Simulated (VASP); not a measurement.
# Hf (Im-3m) in VASP: further runs

Runs on Hf. Level: PBEsol. Tasks: single point.

All numbers are computed with VASP 6.6.1; they aren't measurements. Logs are shortened: lines on timing, memory, paths and dates and some standing lists are left out, and cuts for length are marked.

### 1 The cell of the first run

The structure is cubic, space group Im-3m (No. 229). The conventional cell has a = 3.483 Å, b = 3.483 Å, c = 3.483 Å, α = 90.00°, β = 90.00°, γ = 90.00°. Within 4.0 Å of Hf (site symmetry m-3m) lie 14 Hf at 3.02 to 3.48 Å.

### 2 Single point, PBEsol

Input file INCAR:

```
SYSTEM = Hf
PREC = Accurate
ENCUT = 520
EDIFF = 1E-6
ISMEAR = 0
SIGMA = 0.05
LREAL = .FALSE.
LASPH = .TRUE.
NELM = 80
ALGO = Normal
ISIF = 2
LWAVE = .FALSE.
LCHARG = .TRUE.
GGA = PS
LELF = .TRUE.
LVHAR = .TRUE.
NBANDS = 11
```

Input file KPOINTS:

```
regular mesh
0
G
  8 8 8
  0 0 0
```

Input file POSCAR:

```
Hf
1.0
   -1.7415174011      1.7415174011      1.7415174011
    1.7415174011     -1.7415174011      1.7415174011
    1.7415174011      1.7415174011     -1.7415174011
Hf
1
Direct
    0.0000000000      0.0000000000      0.0000000000
```

Potentials or basis: VASP PAW PBE potentials, release 64 (Hf_pv).

On the command line:

```
> cat potpaw_PBE.64/Hf_pv/POTCAR > POTCAR
> mpirun -np 1 vasp_std > vasp.out
```

OUTCAR:

```text
SYSTEM = Hf
   PREC = Accurate
   ENCUT = 520
   EDIFF = 1E-6
   ISMEAR = 0
   LREAL = .FALSE.
   LASPH = .TRUE.
   NELM = 80
   ISIF = 2
   GGA = PS

 ion  position               nearest neighbor table
   1  0.000  0.000  0.000-

  LATTYP: Found a body centered cubic cell.
 ALAT       =     3.4830348022

  Lattice vectors:

 A1 = (  -1.7415174011,   1.7415174011,   1.7415174011)
 A2 = (   1.7415174011,  -1.7415174011,   1.7415174011)
 A3 = (   1.7415174011,   1.7415174011,  -1.7415174011)

Analysis of symmetry for initial positions (statically):
=====================================================================
 Subroutine PRICEL returns:
 Original cell was already a primitive cell.

 Routine SETGRP: Setting up the symmetry group for a
 body centered cubic supercell.

 Subroutine GETGRP returns: Found 48 space group operations
 (whereof 48 operations were pure point group operations)
 out of a pool of 48 trial point group operations.

The static configuration has the point symmetry O_h .

Analysis of symmetry for dynamics (positions and initial velocities):
=====================================================================
 Subroutine PRICEL returns:
 Original cell was already a primitive cell.

 Routine SETGRP: Setting up the symmetry group for a
 body centered cubic supercell.

 Subroutine GETGRP returns: Found 48 space group operations
 (whereof 48 operations were pure point group operations)
 out of a pool of 48 trial point group operations.

The dynamic configuration has the point symmetry O_h .

 Subroutine INISYM returns: Found 48 space group operations
 (whereof 48 operations are pure point group operations),
 and found     1 'primitive' translations

----------------------------------------------------------------------------------------

                                     Primitive cell

  volume of cell :      21.1273

  direct lattice vectors                    reciprocal lattice vectors
    -1.741517401  1.741517401  1.741517401     0.000000000  0.287105945  0.287105945
     1.741517401 -1.741517401  1.741517401     0.287105945  0.000000000  0.287105945
     1.741517401  1.741517401 -1.741517401     0.287105945  0.287105945  0.000000000

  length of vectors
     3.016396621  3.016396621  3.016396621     0.406029122  0.406029122  0.406029122

  position of ions in fractional coordinates (direct lattice)
     0.000000000  0.000000000  0.000000000

  ion indices of the primitive-cell ions
   primitive index   ion index
                 1           1

----------------------------------------------------------------------------------------

 KPOINTS: regular mesh

Automatic generation of k-mesh.
 Grid dimensions read from file:
 generate k-points for:    8    8    8

 Generating k-lattice:

  Cartesian coordinates                     Fractional coordinates (reciprocal lattice)
     0.000000000  0.035888243  0.035888243     0.125000000  0.000000000  0.000000000
     0.035888243  0.000000000  0.035888243     0.000000000  0.125000000  0.000000000
     0.035888243  0.035888243  0.000000000     0.000000000  0.000000000  0.125000000

  Length of vectors
     0.050753640  0.050753640  0.050753640

  Shift w.r.t. Gamma in fractional coordinates (k-lattice)
     0.000000000  0.000000000  0.000000000

 Subroutine IBZKPT returns following result:
 ===========================================

 Found     29 irreducible k-points:

 Following reciprocal coordinates:
            Coordinates               Weight
  0.000000  0.000000  0.000000      1.000000
  0.125000  0.000000  0.000000     12.000000
  0.250000  0.000000  0.000000     12.000000
  0.375000  0.000000  0.000000     12.000000
  0.500000  0.000000  0.000000      6.000000
  0.125000  0.125000  0.000000     24.000000
[... 16 lines left out ...]
 -0.250000  0.250000  0.250000      6.000000
 -0.375000  0.375000  0.250000     24.000000
 [... further k-points ...]
   k-points           NKPTS =     29   k-points in BZ     NKDIM =     29   number of bands    NBANDS=     11
   number of dos      NEDOS =    301   number of ions     NIONS =      1
   total plane-waves  NPLWV =  13824
   dimension x,y,z NGX =    24 NGY =   24 NGZ =   24
   dimension x,y,z NGXF=    48 NGYF=   48 NGZF=   48
   ions per type =               1
   NGX,Y,Z   is equivalent  to a cutoff of  13.23, 13.23, 13.23 a.u.
   NGXF,Y,Z  is equivalent  to a cutoff of  26.45, 26.45, 26.45 a.u.
 SYSTEM =  Hf
   PREC   = accura    normal or accurate (medium, high low for compatibility)
   ISTART =      0    job   : 0-new  1-cont  2-samecut
   ICHARG =      2    charge: 1-file 2-atom 10-const
   ISPIN  =      1    spin polarized calculation?
   LNONCOLLINEAR =      F non collinear calculations
   LSORBIT =      F    spin-orbit coupling
   LASPH  =      T    aspherical Exc in radial PAW
   ENCUT  =  520.0 eV  38.22 Ry    6.18 a.u.   5.61  5.61  5.61*2*pi/ulx,y,z
   NELM   =     80;   NELMIN=  2; NELMDL= -5     # of ELM steps
   EDIFF  = 0.1E-05   stopping-criterion for ELM
   LREAL  =      F    real-space projection
   EDIFFG = 0.1E-04   stopping-criterion for IOM
   NSW    =      0    number of steps for IOM
   IBRION =     -1    ionic relax: 0-MD 1-quasi-New 2-CG
   NFREE  =      0    steps in history (QN), initial steepest desc. (CG)
   ISIF   =      2    stress and relaxation
   ISYM   =      2    0-nonsym 1-usesym 2-fastsym
   POTIM  = 0.5000    time-step for ionic-motion
   TEBEG  =    0.0;   TEEND  =   0.0 temperature during run
   PSTRESS=    0.0 pullay stress
   NELECT =      10.0000    total number of electrons
   NUPDOWN=      -1.0000    fix difference up-down
   EMIN   =  10.00;   EMAX   =-10.00  energy-range for DOS
   EFERMI =   0.00;   METHOD = LEGACY
   ISMEAR =     0;   SIGMA  =   0.05  broadening in eV -4-tet -1-fermi 0-gaus
   EFERMI_NEDOS =   21; number of points for ismear=-14 and -15
   IALGO  =     38    algorithm
   IMIX   =      4    mixing-type and parameters
     AMIX     =   0.40;   BMIX     =  1.00
     AMIX_MAG =   1.60;   BMIX_MAG =  1.00
  volume/ion in A,a.u.               =      21.13       142.57
  Fermi-wavevector in a.u.,A,eV,Ry     =   1.275833  2.410974 22.146866  1.627749
  Thomas-Fermi vector in A             =   2.408523
   LORBIT       =      0    0 simple, 1 ext, 2 COOP (PROOUT), +10 PAW based schemes
   GGA     = PS    functional components
   LHFCALC =     F    Hartree Fock is set to
   AEXX    =    0.0000 exact exchange contribution
   IVDW    =     0    specifies the selected vdW correction
   LEPSILON=     F    determine dielectric tensor
   LRPA    =     F    only Hartree local field effects (RPA)
 non-spin polarized calculation
 Gauss-broadening in eV      SIGMA  =   0.05
  energy-cutoff  :      520.00
  volume of cell :       21.13
 maximum number of plane-waves:       586
 NGX is ok and might be reduce to    24
   NGX = 11   NGY = 11   NGZ = 11

 number of electron      10.0000000 magnetization

 number of electron       9.9999998 magnetization

 Free energy of the ion-electron system (eV)
  ---------------------------------------------------
  ext. energy  EPLUGINS =         0.00000000
  ---------------------------------------------------
  free energy    TOTEN  =       -10.34137667 eV

  energy without entropy =      -10.33826263  energy(sigma->0) =      -10.33981965

 E-fermi :   4.7671     XC(G=0): -11.6568

 val. band max:        4.7362971190   @ k =  -0.3750   0.3750   0.1250
 cond. band min:       4.7911454525   @ k =   0.2500   0.2500   0.0000
 fundamental gap:      0.0548483335
 Fermi energy:         4.7671232810

 k-point     1 :       0.0000    0.0000    0.0000
  band No.  band energies     occupation
      1     -24.7692      2.00000
      2     -24.7692      2.00000
      3     -24.7692      2.00000
      4      -2.4205      2.00000
      5       6.3481      0.00000
      6       6.3481      0.00000
      7       6.3481      0.00000
      8       9.3143      0.00000
      9       9.3143      0.00000
     10      18.4047      0.00000
     11      18.4047      0.00000

 k-point     2 :       0.1250    0.0000    0.0000
  band No.  band energies     occupation
      1     -24.9259      2.00000
      2     -24.8174      2.00000
      3     -24.7701      2.00000
      4      -1.8164      2.00000
      5       5.9396      0.00000
      6       6.1300      0.00000
      7       6.9566      0.00000
      8       8.7930      0.00000
      9       9.3156      0.00000
     10      18.2393      0.00000
     11      18.9266      0.00000

 k-point     3 :       0.2500    0.0000    0.0000
  band No.  band energies     occupation
      1     -25.2874      2.00000
      2     -24.9319      2.00000
      3     -24.7722      2.00000
      4      -0.3163      2.00000
      5       5.1145      0.00000
      6       5.3390      0.00000
      7       8.6948      0.00000
      8       8.7794      0.00000
      9       9.4712      0.00000
     10      18.2293      0.00000
     11      18.6629      0.00000

 k-point     4 :       0.3750    0.0000    0.0000
  band No.  band energies     occupation
      1     -25.6282      2.00000
      2     -25.0438      2.00000
      3     -24.7745      2.00000
      4       0.9733      2.00000
      5       4.4375      2.00000
      6       5.3415      0.00000
      7       9.2133      0.00000
      8       9.9080      0.00000
      9      11.2070      0.00000
     10      16.6154      0.00000
     11      17.1013      0.00000
[... 239 lines left out ...]
 k-point    22 :       0.2500    0.2500    0.2500
  band No.  band energies     occupation
      1     -25.2697      2.00000
      2     -25.2697      2.00000
      3     -25.2697      2.00000
      4       4.1578      2.00000
      5       4.1578      2.00000
      6       4.1578      2.00000
      7      10.4051      0.00000
      8      10.4051      0.00000
      9      10.9518      0.00000
     10      16.8833      0.00000
     11      16.8833      0.00000

 k-point    23 :      -0.2500    0.2500    0.2500
  band No.  band energies     occupation
      1     -25.3071      2.00000
      2     -25.1083      2.00000
      3     -25.1083      2.00000
      4       1.4561      2.00000
      5       4.6075      1.99999
      6       6.6544      0.00000
      7       6.6544      0.00000
      8       8.6071      0.00000
      9      10.0918      0.00000
     10      17.9846      0.00000
     11      18.3012      0.00000

 k-point    24 :      -0.3750    0.3750    0.2500
  band No.  band energies     occupation
      1     -25.5114      2.00000
      2     -25.2293      2.00000
      3     -25.1387      2.00000
      4       2.5250      2.00000
      5       3.5843      2.00000
      6       6.6670      0.00000
      7       7.2065      0.00000
      8      10.1994      0.00000
      9      10.6335      0.00000
     10      17.6418      0.00000
     11      18.2787      0.00000

 [... further k-points ...]
[... 5 lines left out ...]
  --------------------------------------------------------------------------------------
  -------------------------------------------------------------------------------------
  Total        0.1078097      0.1078097      0.1078097      0.0000000      0.0000000      0.0000000
  in kB        8.1756996      8.1756996      8.1756996      0.0000000      0.0000000      0.0000000
  external PRESSURE =       8.1756996 kB  Pullay stress =       0.0000000 kB

 VOLUME and BASIS-vectors are now :
 -----------------------------------------------------------------------------
  energy-cutoff  :      520.00
  volume of cell :       21.13
      direct lattice vectors                 reciprocal lattice vectors
    -1.741517401  1.741517401  1.741517401     0.000000000  0.287105945  0.287105945
     1.741517401 -1.741517401  1.741517401     0.287105945  0.000000000  0.287105945
     1.741517401  1.741517401 -1.741517401     0.287105945  0.287105945  0.000000000

 POSITION                                       TOTAL-FORCE (eV/Angst)
 -----------------------------------------------------------------------------------
      0.00000      0.00000      0.00000        -0.000000      0.000000     -0.000000
 -----------------------------------------------------------------------------------
    total drift:                                0.000000      0.000000     -0.000000

  FREE ENERGIE OF THE ION-ELECTRON SYSTEM (eV)
  ---------------------------------------------------
  free  energy   TOTEN  =       -10.3413766737 eV

  energy  without entropy=      -10.3382626251  energy(sigma->0) =      -10.33981965
```

It took 5.6 s on 1 thread of Intel Xeon Platinum 8375C at 2.90GHz (Ice Lake), shared host; peak memory 0.13 GiB.

What came out:

- Free energy: -10.3414 eV
- Pressure: 0.8 GPa
- Band gap on the k mesh: zero (band 5 reaches 6.35 eV, above the bottom of band 6 at 3.99 eV)

Caveat: the PAW data sets were made with another functional, which shifts forces and pressure a little; spin-orbit coupling is left out, which moves the levels of the heavy elements.

### 3 Single point, PBEsol

Input file INCAR:

```
ALGO = Normal
EDIFF = 1E-6
ENCUT = 520
GGA = PS
ISIF = 2
ISMEAR = 0
LASPH = True
LCHARG = False
LREAL = False
LWAVE = False
NBANDS = 11
NELM = 60
PREC = Accurate
SIGMA = 0.05
```

Input file KPOINTS:

```
k-points
0
Gamma
  8 8 8
```

Input file POSCAR:

```
Hf
1.0
   -1.7421168290      1.7421168290      1.7421168290
    1.7421168290     -1.7421168290      1.7421168290
    1.7421168290      1.7421168290     -1.7421168290
Hf
1
Direct
    0.0000000000      0.0000000000      0.0000000000
```

Potentials or basis: VASP PAW PBE potentials, release 64 (Hf_pv).

On the command line:

```
> cat potpaw_PBE.64/Hf_pv/POTCAR > POTCAR
> mpirun -np 1 vasp_std > vasp.out
```

OUTCAR:

```text
EDIFF = 1E-6
   ENCUT = 520
   GGA = PS
   ISIF = 2
   ISMEAR = 0
   LASPH = True
   LREAL = False
   NELM = 60
   PREC = Accurate

 ion  position               nearest neighbor table
   1  0.000  0.000  0.000-

  LATTYP: Found a body centered cubic cell.
 ALAT       =     3.4842336580

  Lattice vectors:

 A1 = (  -1.7421168290,   1.7421168290,   1.7421168290)
 A2 = (   1.7421168290,  -1.7421168290,   1.7421168290)
 A3 = (   1.7421168290,   1.7421168290,  -1.7421168290)

Analysis of symmetry for initial positions (statically):
=====================================================================
 Subroutine PRICEL returns:
 Original cell was already a primitive cell.

 Routine SETGRP: Setting up the symmetry group for a
 body centered cubic supercell.

 Subroutine GETGRP returns: Found 48 space group operations
 (whereof 48 operations were pure point group operations)
 out of a pool of 48 trial point group operations.

The static configuration has the point symmetry O_h .

[... 158 lines left out ...]

  energy without entropy =      -10.33840577  energy(sigma->0) =      -10.33994382

 E-fermi :   4.7597     XC(G=0): -11.6520

 val. band max:        4.7288967208   @ k =  -0.3750   0.3750   0.1250
 cond. band min:       4.7837392213   @ k =   0.2500   0.2500   0.0000
 fundamental gap:      0.0548425005
 Fermi energy:         4.7597115358

 k-point     1 :       0.0000    0.0000    0.0000
  band No.  band energies     occupation
      1     -24.7804      2.00000
      2     -24.7804      2.00000
      3     -24.7804      2.00000
      4      -2.4244      2.00000
      5       6.3402      0.00000
      6       6.3402      0.00000
      7       6.3402      0.00000
      8       9.3033      0.00000
      9       9.3033      0.00000
     10      18.3925      0.00000
     11      18.3925      0.00000
[... 309 lines left out ...]
 k-point    24 :      -0.3750    0.3750    0.2500
  band No.  band energies     occupation
      1     -25.5201      2.00000
      2     -25.2391      2.00000
      3     -25.1487      2.00000
      4       2.5188      2.00000
      5       3.5798      2.00000
      6       6.6584      0.00000
      7       7.1972      0.00000
      8      10.1853      0.00000
      9      10.6202      0.00000
     10      17.6210      0.00000
     11      18.2671      0.00000

 [... further k-points ...]
[... 5 lines left out ...]
  --------------------------------------------------------------------------------------
  -------------------------------------------------------------------------------------
  Total        0.0921680      0.0921680      0.0921680     -0.0000000     -0.0000000      0.0000000
  in kB        6.9823039      6.9823039      6.9823039     -0.0000000     -0.0000000      0.0000000
  external PRESSURE =       6.9823039 kB  Pullay stress =       0.0000000 kB

 VOLUME and BASIS-vectors are now :
 -----------------------------------------------------------------------------
  energy-cutoff  :      520.00
  volume of cell :       21.15
      direct lattice vectors                 reciprocal lattice vectors
    -1.742116829  1.742116829  1.742116829     0.000000000  0.287007158  0.287007158
     1.742116829 -1.742116829  1.742116829     0.287007158  0.000000000  0.287007158
     1.742116829  1.742116829 -1.742116829     0.287007158  0.287007158  0.000000000

 POSITION                                       TOTAL-FORCE (eV/Angst)
 -----------------------------------------------------------------------------------
      0.00000      0.00000      0.00000        -0.000000      0.000000     -0.000000
 -----------------------------------------------------------------------------------
    total drift:                                0.000000      0.000000      0.000000

  FREE ENERGIE OF THE ION-ELECTRON SYSTEM (eV)
  ---------------------------------------------------
  free  energy   TOTEN  =       -10.3414818744 eV

  energy  without entropy=      -10.3384057661  energy(sigma->0) =      -10.33994382
```

stdout:

```text
POSCAR found type information on POSCAR Hf
 POSCAR found :  1 types and       1 ions
 scaLAPACK will be used
 -----------------------------------------------------------------------------
|                                                                             |
|                                                                             |
|     You enforced a specific xc type in the INCAR file but a different       |
|     I HOPE YOU KNOW WHAT YOU ARE DOING!                                     |
|                                                                             |
 -----------------------------------------------------------------------------

 LDA part: xc-table for (Slater+PW92), standard interpolation
 POSCAR, INCAR and KPOINTS ok, starting setup
 FFT: planning ... GRIDC
 FFT: planning ... GRID_SOFT
 FFT: planning ... GRID
 WAVECAR not read
 entering main loop
```

It took 5.5 s on 1 thread of Intel Xeon Platinum 8375C at 2.90GHz (Ice Lake), shared host; peak memory 0.13 GiB.

What came out:

```
Free energy            : -10.3415 eV
Pressure               : 0.7 GPa
Band gap on the k mesh : zero (band 5 reaches 6.34 eV, above the bottom of band 6 at 3.98 eV)
```

Caveat: the PAW data sets were made with another functional, which shifts forces and pressure a little; spin-orbit coupling is left out, which moves the levels of the heavy elements.

### 4 Single point, PBEsol

This run uses another cell than the first one, of 21.19 Å³/atom, 1.003 times its volume.

Input file INCAR:

```
  PREC = Accurate
  ENCUT = 520
  EDIFF = 1E-7
  ISMEAR = 0
  SIGMA = 0.05
  LREAL = False
  LASPH = True
  NELM = 80
  ALGO = Normal
  ISIF = 2
  LWAVE = False
  LCHARG = False
  GGA = PS
  NBANDS = 11
```

Input file KPOINTS:

```
regular mesh
0
Gamma
  8 8 8
```

Input file POSCAR:

```
Hf
1.0
   -1.7432496061      1.7432496061      1.7432496061
    1.7432496061     -1.7432496061      1.7432496061
    1.7432496061      1.7432496061     -1.7432496061
Hf
1
Direct
    0.0000000000      0.0000000000      0.0000000000
```

On the command line:

```
> cat potpaw_PBE.64/Hf_pv/POTCAR > POTCAR
> mpirun -np 1 vasp_std > vasp.out
```

Wall time 6 s (1 thread of Intel Xeon Platinum 8375C at 2.90GHz (Ice Lake), shared host); peak memory 0.14 GiB.

It converged, with:

| Property | Result |
| --- | --- |
| Free energy | -10.3416 eV |
| Pressure | 0.5 GPa |
| Band gap on the k mesh | zero (band 5 reaches 6.33 eV, above the bottom of band 6 at 3.97 eV) |

Levels at points of the mesh, in eV from the Fermi level:
```
           k point  band 2  band 3  band 4  band 5  band 6  band 7  band 8  band 9
(0.00, 0.00, 0.00)  -29.55  -29.55   -7.18    1.58    1.58    1.58    4.54    4.54
(0.50, 0.00, 0.00)  -29.86  -29.55   -3.52   -0.57    1.35    4.39    5.45    8.14
(0.50, 0.50, 0.50)  -30.23  -30.23   -2.77   -2.77    7.23    7.23    7.23    7.71
```

Caveat: the PAW data sets were made with another functional, which shifts forces and pressure a little; spin-orbit coupling is left out, which moves the levels of the heavy elements.

(Part 1 of 2 ends here.)
